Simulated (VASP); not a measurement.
# Au (Im-3m) in VASP: notebook, part 2 of 2

VASP 6.6.1.

## Step 4: Single point, PBE (volume scaled by 0.78)

File INCAR:

```
SYSTEM = Au
  PREC = Accurate
  ENCUT = 520
  EDIFF = 1E-6
  ISMEAR = -1
  SIGMA = 0.08
  LREAL = .False.
  LASPH = .True.
  NELM = 80
  ALGO = Normal
  ISIF = 2
  LWAVE = .False.
  LCHARG = .False.
  GGA = PE
  NBANDS = 12
```

File KPOINTS:

```
regular mesh
0
Gamma
  16 16 16
  0 0 0
```

File POSCAR:

```
Au
1.0
   -1.5197699290      1.5197699290      1.5197699290
    1.5197699290     -1.5197699290      1.5197699290
    1.5197699290      1.5197699290     -1.5197699290
Au
1
Direct
    0.0000000000      0.0000000000      0.0000000000
```

Potentials or basis: VASP PAW PBE potentials, release 64 (Au).

Command:

```sh
> cat potpaw_PBE.64/Au/POTCAR > POTCAR
> mpirun -np 1 vasp_std > vasp.out
```

OUTCAR:

```text
SYSTEM = Au
   PREC = Accurate
   ENCUT = 520
   EDIFF = 1E-6
   ISMEAR = -1
   LREAL = .False.
   LASPH = .True.
   NELM = 80
   ISIF = 2
   GGA = PE

 ion  position               nearest neighbor table
   1  0.000  0.000  0.000-

  LATTYP: Found a body centered cubic cell.
 ALAT       =     3.0395398580

  Lattice vectors:

 A1 = (  -1.5197699290,   1.5197699290,   1.5197699290)
 A2 = (   1.5197699290,  -1.5197699290,   1.5197699290)
 A3 = (   1.5197699290,   1.5197699290,  -1.5197699290)

Analysis of symmetry for initial positions (statically):
=====================================================================
 Subroutine PRICEL returns:
 Original cell was already a primitive cell.

 Routine SETGRP: Setting up the symmetry group for a
 body centered cubic supercell.

 Subroutine GETGRP returns: Found 48 space group operations
 (whereof 48 operations were pure point group operations)
 out of a pool of 48 trial point group operations.

The static configuration has the point symmetry O_h .

Analysis of symmetry for dynamics (positions and initial velocities):
=====================================================================
 Subroutine PRICEL returns:
 Original cell was already a primitive cell.

 Routine SETGRP: Setting up the symmetry group for a
 body centered cubic supercell.

 Subroutine GETGRP returns: Found 48 space group operations
 (whereof 48 operations were pure point group operations)
 out of a pool of 48 trial point group operations.

The dynamic configuration has the point symmetry O_h .

 Subroutine INISYM returns: Found 48 space group operations
 (whereof 48 operations are pure point group operations),
 and found     1 'primitive' translations

----------------------------------------------------------------------------------------

                                     Primitive cell

[... 102 lines left out ...]
   EFERMI =   0.00;   METHOD = LEGACY
   ISMEAR =    -1;   SIGMA  =   0.08  broadening in eV -4-tet -1-fermi 0-gaus
   EFERMI_NEDOS =   21; number of points for ismear=-14 and -15
   IALGO  =     38    algorithm
   IMIX   =      4    mixing-type and parameters
     AMIX     =   0.40;   BMIX     =  1.00
     AMIX_MAG =   1.60;   BMIX_MAG =  1.00
  volume/ion in A,a.u.               =      14.04        94.75
  Fermi-wavevector in a.u.,A,eV,Ry     =   1.509181  2.851938 30.988984  2.277626
  Thomas-Fermi vector in A             =   2.619537
   LORBIT       =      0    0 simple, 1 ext, 2 COOP (PROOUT), +10 PAW based schemes
   GGA     = PE    functional components
[... 5 lines left out ...]
 non-spin polarized calculation
  energy-cutoff  :      520.00
  volume of cell :       14.04
 maximum number of plane-waves:       387
   NGX =  9   NGY =  9   NGZ =  9

 number of electron      11.0000000 magnetization

 Free energy of the ion-electron system (eV)
  ---------------------------------------------------
  ext. energy  EPLUGINS =         0.00000000
  ---------------------------------------------------
  free energy    TOTEN  =        -2.54486246 eV

  energy without entropy =       -2.54218611  energy(sigma->0) =       -2.54352429

 E-fermi :  13.1602     XC(G=0): -13.9092

 val. band max:       12.9900138665   @ k =  -0.3125   0.4375   0.1250
 cond. band min:      13.2086114046   @ k =   0.3750   0.0625   0.0625
 fundamental gap:      0.2185975381
 Fermi energy:        13.1602171423

 k-point     1 :       0.0000    0.0000    0.0000
  band No.  band energies     occupation
      1       0.9929      2.00000
      2       6.9660      2.00000
      3       6.9660      2.00000
      4       6.9660      2.00000
      5       9.5906      2.00000
      6       9.5906      2.00000
      7      29.4181      0.00000
      8      29.4181      0.00000
      9      29.4181      0.00000
     10      40.3514      0.00000
     11      40.3514      0.00000
     12      41.2191      0.00000
[... 331 lines left out ...]
 k-point    24 :       0.2500    0.1875    0.0000
  band No.  band energies     occupation
      1       4.6490      2.00000
      2       5.9995      2.00000
      3       6.9194      2.00000
      4       9.1197      2.00000
      5      10.0013      2.00000
      6      12.3216      1.99994
      7      22.4436      0.00000
      8      25.5467      0.00000
      9      28.9780      0.00000
     10      33.6286      0.00000
     11      38.0910      0.00000
     12      40.8689      0.00000

 [... further k-points ...]
[... 5 lines left out ...]
  --------------------------------------------------------------------------------------
  -------------------------------------------------------------------------------------
  Total        6.1575583      6.1575583      6.1575583      0.0000000      0.0000000      0.0000000
  in kB      702.6282066    702.6282066    702.6282066      0.0000000      0.0000000      0.0000000
  external PRESSURE =     702.6282066 kB  Pullay stress =       0.0000000 kB

 VOLUME and BASIS-vectors are now :
 -----------------------------------------------------------------------------
  energy-cutoff  :      520.00
  volume of cell :       14.04
      direct lattice vectors                 reciprocal lattice vectors
    -1.519769929  1.519769929  1.519769929     0.000000000  0.328997166  0.328997166
     1.519769929 -1.519769929  1.519769929     0.328997166  0.000000000  0.328997166
     1.519769929  1.519769929 -1.519769929     0.328997166  0.328997166  0.000000000

 POSITION                                       TOTAL-FORCE (eV/Angst)
 -----------------------------------------------------------------------------------
      0.00000      0.00000      0.00000         0.000000     -0.000000     -0.000000
 -----------------------------------------------------------------------------------
    total drift:                                0.000000     -0.000000      0.000000

  FREE ENERGIE OF THE ION-ELECTRON SYSTEM (eV)
  ---------------------------------------------------
  free  energy   TOTEN  =        -2.5448624564 eV

  energy  without entropy=       -2.5421861146  energy(sigma->0) =       -2.54352429
```

OSZICAR:

```text
N       E                     dE             d eps       ncg     rms          rms(c)
DAV:   1     0.530102026896E+02    0.53010E+02   -0.57597E+03  3544   0.840E+02
DAV:   2    -0.206066627628E+01   -0.55071E+02   -0.52328E+02  4236   0.201E+02
DAV:   3    -0.281232665358E+01   -0.75166E+00   -0.75120E+00  4140   0.220E+01
DAV:   4    -0.281463235354E+01   -0.23057E-02   -0.23056E-02  4092   0.140E+00
DAV:   5    -0.281464591352E+01   -0.13560E-04   -0.13560E-04  4180   0.985E-02    0.166E+01
DAV:   6    -0.258595637714E+01    0.22869E+00   -0.43922E-01  3980   0.567E+00    0.994E+00
DAV:   7    -0.254852488016E+01    0.37431E-01   -0.12198E-01  4092   0.297E+00    0.282E+00
DAV:   8    -0.254486397873E+01    0.36609E-02   -0.77828E-03  3800   0.802E-01    0.282E-01
DAV:   9    -0.254485790876E+01    0.60700E-05   -0.24130E-05  4104   0.482E-02    0.174E-02
DAV:  10    -0.254486224402E+01   -0.43353E-05   -0.18395E-06  4092   0.109E-02    0.622E-03
DAV:  11    -0.254486245644E+01   -0.21243E-06   -0.50449E-08  2064   0.189E-03
   1 F= -.25448625E+01 E0= -.25435243E+01  d E =-.267634E-02
```

stdout:

```text
POSCAR found type information on POSCAR Au
 POSCAR found :  1 types and       1 ions
 scaLAPACK will be used
 LDA part: xc-table for (Slater+PW92), standard interpolation
 POSCAR, INCAR and KPOINTS ok, starting setup
 FFT: planning ... GRIDC
 FFT: planning ... GRID_SOFT
 FFT: planning ... GRID
 WAVECAR not read
 entering main loop
```

It took 30 s on 1 thread of Intel Xeon 8259CL, shared host; peak memory 0.14 GiB.

Results:

```
Free energy : -2.5449 eV
Pressure    : 70.3 GPa
```

Caveat: spin-orbit coupling is left out, which moves the levels of the heavy elements.

## Step 5: Single point, PBE (volume scaled by 0.78)

File INCAR:

```
PREC     = Accurate       # precision mode
ENCUT    = 520            # plane-wave cutoff, eV
EDIFF    = 1E-6           # SCF threshold, eV
ISMEAR   = -1             # smearing method
SIGMA    = 0.08           # smearing width, eV
LREAL    = False          # projectors in reciprocal space
LASPH    = True           # aspherical terms in the spheres
NELM     = 60             # most SCF steps
ALGO     = Normal         # electronic algorithm
ISIF     = 2              # what is computed and relaxed
LWAVE    = False          # write WAVECAR
LCHARG   = False          # write CHGCAR
GGA      = PE             # functional
NBANDS   = 12             # bands
```

File KPOINTS:

```
regular mesh
0
Gamma
  16 16 16
```

POSCAR is that of step 4.

Potentials or basis: VASP PAW PBE potentials, release 64 (Au).

Command:

```sh
> cat potpaw_PBE.64/Au/POTCAR > POTCAR
> mpirun -np 1 vasp_std > vasp.out
```

OUTCAR:

```text
PREC = Accurate
   ENCUT = 520
   EDIFF = 1E-6
   ISMEAR = -1
   LREAL = False
   LASPH = True
   NELM = 60
   ISIF = 2
   GGA = PE

 ion  position               nearest neighbor table
   1  0.000  0.000  0.000-

  LATTYP: Found a body centered cubic cell.
 ALAT       =     3.0395398580

  Lattice vectors:

 A1 = (  -1.5197699290,   1.5197699290,   1.5197699290)
 A2 = (   1.5197699290,  -1.5197699290,   1.5197699290)
 A3 = (   1.5197699290,   1.5197699290,  -1.5197699290)

Analysis of symmetry for initial positions (statically):
=====================================================================
 Subroutine PRICEL returns:
 Original cell was already a primitive cell.

 Routine SETGRP: Setting up the symmetry group for a
 body centered cubic supercell.

 Subroutine GETGRP returns: Found 48 space group operations
 (whereof 48 operations were pure point group operations)
 out of a pool of 48 trial point group operations.

The static configuration has the point symmetry O_h .

Analysis of symmetry for dynamics (positions and initial velocities):
=====================================================================
 Subroutine PRICEL returns:
 Original cell was already a primitive cell.

 Routine SETGRP: Setting up the symmetry group for a
 body centered cubic supercell.

 Subroutine GETGRP returns: Found 48 space group operations
 (whereof 48 operations were pure point group operations)
 out of a pool of 48 trial point group operations.

The dynamic configuration has the point symmetry O_h .

 Subroutine INISYM returns: Found 48 space group operations
 (whereof 48 operations are pure point group operations),
 and found     1 'primitive' translations

----------------------------------------------------------------------------------------

                                     Primitive cell
[... 102 lines left out ...]
   EMIN   =  10.00;   EMAX   =-10.00  energy-range for DOS
   EFERMI =   0.00;   METHOD = LEGACY
   ISMEAR =    -1;   SIGMA  =   0.08  broadening in eV -4-tet -1-fermi 0-gaus
   EFERMI_NEDOS =   21; number of points for ismear=-14 and -15
   IALGO  =     38    algorithm
   IMIX   =      4    mixing-type and parameters
     AMIX     =   0.40;   BMIX     =  1.00
     AMIX_MAG =   1.60;   BMIX_MAG =  1.00
  volume/ion in A,a.u.               =      14.04        94.75
  Fermi-wavevector in a.u.,A,eV,Ry     =   1.509181  2.851938 30.988984  2.277626
  Thomas-Fermi vector in A             =   2.619537
   LORBIT       =      0    0 simple, 1 ext, 2 COOP (PROOUT), +10 PAW based schemes
   GGA     = PE    functional components
[... 5 lines left out ...]
 non-spin polarized calculation
  energy-cutoff  :      520.00
  volume of cell :       14.04
 maximum number of plane-waves:       387
   NGX =  9   NGY =  9   NGZ =  9

 number of electron      11.0000000 magnetization

 Free energy of the ion-electron system (eV)
  ---------------------------------------------------
  ext. energy  EPLUGINS =         0.00000000
  ---------------------------------------------------
  free energy    TOTEN  =        -2.54486246 eV

  energy without entropy =       -2.54218611  energy(sigma->0) =       -2.54352429

 E-fermi :  13.1602     XC(G=0): -13.9092

 val. band max:       12.9900138665   @ k =  -0.3125   0.4375   0.1250
 cond. band min:      13.2086114046   @ k =   0.3750   0.0625   0.0625
 fundamental gap:      0.2185975381
 Fermi energy:        13.1602171423

 k-point     1 :       0.0000    0.0000    0.0000
  band No.  band energies     occupation
      1       0.9929      2.00000
      2       6.9660      2.00000
      3       6.9660      2.00000
      4       6.9660      2.00000
      5       9.5906      2.00000
      6       9.5906      2.00000
      7      29.4181      0.00000
      8      29.4181      0.00000
      9      29.4181      0.00000
     10      40.3514      0.00000
     11      40.3514      0.00000
     12      41.2191      0.00000
[... 331 lines left out ...]
 k-point    24 :       0.2500    0.1875    0.0000
  band No.  band energies     occupation
      1       4.6490      2.00000
      2       5.9995      2.00000
      3       6.9194      2.00000
      4       9.1197      2.00000
      5      10.0013      2.00000
      6      12.3216      1.99994
      7      22.4436      0.00000
      8      25.5467      0.00000
      9      28.9780      0.00000
     10      33.6286      0.00000
     11      38.0910      0.00000
     12      40.8689      0.00000

 [... further k-points ...]
[... 5 lines left out ...]
  --------------------------------------------------------------------------------------
  -------------------------------------------------------------------------------------
  Total        6.1575583      6.1575583      6.1575583      0.0000000      0.0000000      0.0000000
  in kB      702.6282066    702.6282066    702.6282066      0.0000000      0.0000000      0.0000000
  external PRESSURE =     702.6282066 kB  Pullay stress =       0.0000000 kB

 VOLUME and BASIS-vectors are now :
 -----------------------------------------------------------------------------
  energy-cutoff  :      520.00
  volume of cell :       14.04
      direct lattice vectors                 reciprocal lattice vectors
    -1.519769929  1.519769929  1.519769929     0.000000000  0.328997166  0.328997166
     1.519769929 -1.519769929  1.519769929     0.328997166  0.000000000  0.328997166
     1.519769929  1.519769929 -1.519769929     0.328997166  0.328997166  0.000000000

 POSITION                                       TOTAL-FORCE (eV/Angst)
 -----------------------------------------------------------------------------------
      0.00000      0.00000      0.00000         0.000000     -0.000000     -0.000000
 -----------------------------------------------------------------------------------
    total drift:                                0.000000     -0.000000      0.000000

  FREE ENERGIE OF THE ION-ELECTRON SYSTEM (eV)
  ---------------------------------------------------
  free  energy   TOTEN  =        -2.5448624564 eV

  energy  without entropy=       -2.5421861146  energy(sigma->0) =       -2.54352429
```

It took 30 s on 1 thread of Intel Xeon 8259CL, shared host; peak memory 0.14 GiB.

Results:

```yaml
Free_energy: -2.5449 eV
Pressure: 70.3 GPa
```

Caveat: spin-orbit coupling is left out, which moves the levels of the heavy elements.

## Step 6: Summary

| cell | gap on the mesh (eV) | pressure (GPa) |
| --- | --- | --- |
| a = 2.385 Å, angles 109.5°, 1 atom | none | 349.0 |
| a = 2.515 Å, angles 109.5°, 1 atom | none | 160.5 |
| a = 2.632 Å, angles 109.5°, 1 atom | none | 70.3 |

Alike in all rows: task single point; level PBE; potentials or basis VASP PAW PBE potentials, release 64 (Au); no spin polarisation; k mesh 16 × 16 × 16; cutoff (eV) 520; smearing fermi-dirac 0.08 eV.

Caveats: spin-orbit coupling is left out, which moves the levels of the heavy elements.

Total energies depend on the potentials used, so only differences within one code and one set of settings carry meaning.
